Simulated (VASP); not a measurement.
**ZnS: single point with LDA**

**The experiment to reproduce.**

“Electronic, vibrational, and thermodynamic properties of ZnS (zincblende and rocksalt structure)”, 2009, arxiv:0911.5022 quotes, for a bulk crystal of ZnS at 19 K: band gap 3.85 eV (direct).

Crystal: ZnS.

```
Zn S
1.0
     0.00000    2.64847    2.64847
     2.64847    0.00000    2.64847
     2.64847    2.64847    0.00000
Zn S
1 1
Direct
  0.25000 0.25000 0.25000
  0.00000 0.00000 0.00000
```

```json
{"Program": "VASP 6.6.1", "Task": "single point", "Functional": "LDA", "Potentials or basis": "VASP PAW LDA potentials, release 64 (Zn, S)", "Cutoff": "520 eV", "k mesh": "10 × 10 × 10", "Occupations": "gaussian, width 0.02 eV", "Spin": "no spin polarisation", "Dipole correction": "no", "Further INCAR settings": "ALGO = Normal; EDIFF = 1e-06; NBANDS = 16"}
```

The pressure is 0.2 GPa and the band gap on the k mesh is 2.16 eV, direct.

Levels at points of the mesh, in eV from the valence-band top:
```csv
k point,band 5,band 6,band 7,band 8,band 9,band 10,band 11,band 12,band 13,band 14
"(0.00, 0.00, 0.00)",-6.20,-6.20,0.00,0.00,0.00,2.16,6.21,6.21,6.21,11.83
"(0.50, 0.00, 0.00)",-6.17,-5.98,-5.78,-0.97,-0.97,3.23,6.76,6.76,8.85,12.15
"(0.50, 0.50, 0.00)",-6.12,-5.96,-4.91,-2.47,-2.47,3.06,3.89,11.16,12.20,12.20
```

It took 9.3 s on 1 thread of Intel(R) Xeon(R) 6975P-C (Granite Rapids), with other jobs on the host, peak memory 0.15 GiB.

Measured gap of ZnS: 3.85 eV (direct; 19 K; quoted in “Electronic, vibrational, and thermodynamic properties of ZnS (zincblende and rocksalt structure)”, 2009, arxiv:0911.5022). This calculation gives 2.16 eV (-1.69 eV). The value is that of LDA, without temperature or zero-point motion. Semilocal functionals fall short of measured gaps as a rule.
